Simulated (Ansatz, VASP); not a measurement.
## AlN in VASP and in Ansatz

INCAR

```
PREC     = Accurate       # precision mode
ENCUT    = 520            # plane-wave cutoff, eV
EDIFF    = 1E-6           # SCF threshold, eV
ISMEAR   = 0              # smearing method
SIGMA    = 0.05           # smearing width, eV
LREAL    = False          # projectors in reciprocal space
LASPH    = True           # aspherical terms in the spheres
NELM     = 60             # most SCF steps
ALGO     = Normal         # electronic algorithm
ISIF     = 2              # what is computed and relaxed
LWAVE    = False          # write WAVECAR
LCHARG   = False          # write CHGCAR
GGA      = PE             # functional
NBANDS   = 16             # bands
```

Contents of KPOINTS:

```
regular mesh
0
Gamma
  6 6 4
```

Contents of POSCAR:

```
AlN
1.0
    3.1110021516      0.0000000000      0.0000000000
   -1.5555010758      2.6942068945      0.0000000000
    0.0000000000      0.0000000000      4.9780000000
Al N
2 2
Direct
    0.3603732153      0.7257242460     -0.0119460774
    0.6357258274      0.2934971450      0.4842116000
    0.3280784862      0.6384845448      0.4126436454
    0.6758224712      0.3422940642      0.8850908320
```

Input for Ansatz:

```yaml
crystal:
  lattice:
    - [3.1110021516, 0.0, 0.0]
    - [-1.5555010758, 2.6942068945, 0.0]
    - [0.0, 0.0, 4.978]
  atoms:
    - { symbol: Al, position: [0.3603732153, 0.725724246, -0.0119460774] }
    - { symbol: Al, position: [0.6357258274, 0.293497145, 0.4842116] }
    - { symbol: "N", position: [0.3280784862, 0.6384845448, 0.4126436454] }
    - { symbol: "N", position: [0.6758224712, 0.3422940642, 0.885090832] }
basis:
  ecutwfc: 420
kpoints:
  mp_grid: { grid: [6, 6, 4] }
hamiltonian:
  xc: pbe
scf:
  occupations: { method: gaussian, width: 0.05 }
output:
  forces: true
  stress: true
  eigenvalues: true
```

Change from the starting cell: all atoms moved at random (sigma 0.1 Å a component).

Alike in both runs: task single point; functional PBE; k mesh 6 × 6 × 4; occupations gaussian, width 0.05 eV; no spin polarisation.

|  | VASP | Ansatz |
| --- | --- | --- |
| version | VASP 6.6.1 | Ansatz 0.2.0 |
| potentials or method | VASP PAW PBE potentials, release 64 (Al, N), cutoff 520 eV | scalar-relativistic, plane waves, PAW |
| valence electrons in the cell | 16 | 16 |

Ansatz gave:

| Item | Value |
| --- | --- |
| gap on the k mesh at the Fermi level (eV) | 3.56 |
| least direct gap on the mesh (eV) | 3.56 |
| pressure (GPa) | 8.0 |
| traceless stress, the component that is largest in VASP (GPa) | 13.17 |
| rms of the force components (eV/Å) | 1.624 |

Task: What did VASP give for the same quantities?

Result: gap on the k mesh at the Fermi level (eV): 3.57; least direct gap on the mesh (eV): 3.57; pressure (GPa): 7.8; traceless stress, the component that is largest in VASP (GPa): 13.23; rms of the force components (eV/Å): 1.632.

Atom by atom the forces differ by 0.009 eV/Å (rms over components).
